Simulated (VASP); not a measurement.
Here is a VASP 6.6.1 calculation.

INCAR

```
PREC = Accurate ; ENCUT = 520
EDIFF = 1E-7 ; ISMEAR = 0
SIGMA = 0.15 ; LREAL = False
LASPH = True ; NELM = 60
ALGO = Normal ; ISIF = 2
LWAVE = False ; LCHARG = False
GGA = CA ; NBANDS = 24
```

Contents of KPOINTS:

```
regular mesh
0
Gamma
  15 15 10
```

Contents of POSCAR:

```
CuAs
1.0
    3.7686940690      0.0000000000      0.0000000000
   -1.8843470345      3.2637848029      0.0000000000
    0.0000000000      0.0000000000      5.1469054901
Cu As
2 2
Direct
    0.0000000000      0.0000000000      0.5000000000
    0.0000000000      0.0000000000      0.0000000000
    0.6666666667      0.3333333333      0.7500000000
    0.3333333333      0.6666666667      0.2500000000
```

Potentials or basis: VASP PAW LDA potentials, release 64 (Cu, As).

Run with:

```bash
$ cat potpaw_LDA.64/Cu/POTCAR potpaw_LDA.64/As/POTCAR > POTCAR
$ mpirun -np 1 vasp_std > vasp.out
```

Problem. Estimate the pressure.

Solution. -5.3 GPa.

Problem. Predict the band gap on the k mesh.

Solution. Zero (band 16 reaches 8.07 eV, above the bottom of band 17 at 5.73 eV).

Stress tensor (GPa, compression positive):
```
-3.38  0.00  0.00
 0.00 -3.38  0.00
 0.00  0.00 -9.24
```
